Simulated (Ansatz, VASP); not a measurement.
## NaH in VASP and in Ansatz

Contents of INCAR:

```
PREC = Accurate
ENCUT = 520
EDIFF = 1E-8
ISMEAR = -1
SIGMA = 0.03
LREAL = False
LASPH = True
NELM = 60
ALGO = Normal
ISIF = 2
LWAVE = False
LCHARG = False
GGA = PS
LEFG = True
NBANDS = 11
```

File KPOINTS:

```
Automatic mesh
0
Gamma
  9 9 9
```

POSCAR

```
NaH
1.0
    0.0000000000      2.4888000000      2.4400000000
    2.4888000000      0.0000000000      2.4400000000
    2.4888000000      2.4888000000      0.0000000000
Na H
1 1
Direct
    0.0000000000      0.0000000000      0.0000000000
    0.5000000000      0.5000000000      0.5000000000
```

Input for Ansatz:

```yaml
crystal:
  lattice:
    - [0.0, 2.4888, 2.44]
    - [2.4888, 0.0, 2.44]
    - [2.4888, 2.4888, 0.0]
  atoms:
    - { symbol: Na, position: [0.0, 0.0, 0.0] }
    - { symbol: H, position: [0.5, 0.5, 0.5] }
kpoints:
  mp_grid: { grid: [9, 9, 9] }
scf:
  occupations: { method: fermi_dirac, width: 0.03 }
hamiltonian:
  xc: pbesol
  pseudopotentials: { kind: paw }
output:
  forces: true
  stress: true
  eigenvalues: true
  efg: { contact_densities: true }
  write_density: true
  write_potential: true
  elf: true
  volumetric_format: npy
```

Change from the starting cell: equal xx and yy strain of +2 %, PAW files.

Alike in both runs: task electric field gradients; functional PBEsol; k mesh 9 × 9 × 9; occupations fermi-dirac, width 0.03 eV; no spin polarisation.

|  | VASP | Ansatz |
| --- | --- | --- |
| version | VASP 6.6.1 | Ansatz 0.2.0 |
| potentials or method | VASP PAW PBE potentials, release 64 (Na_pv, H) | PAW with Ansatz's default frozen-core files, scalar-relativistic |
| plane-wave cutoff (eV) | 520 | 420 |
| valence electrons in the cell | 8 | 10 |

```tsv
	VASP	Ansatz	Ansatz less VASP
gap on the k mesh at the Fermi level (eV)	3.72	3.72	+0.002
pressure (GPa)	-1.9	-1.9	+0.02
traceless stress, the component that is largest in VASP (GPa)	0.30	0.30	-0.005
size of Vzz on the site where it differs most (V/Å²)	1.7	1.5	-0.21
```

VASP's potentials were made for PBE, not for PBEsol. VASP's potentials hold 8 valence electrons a cell and Ansatz's 10, so a difference there can come from the potentials and not from the codes.
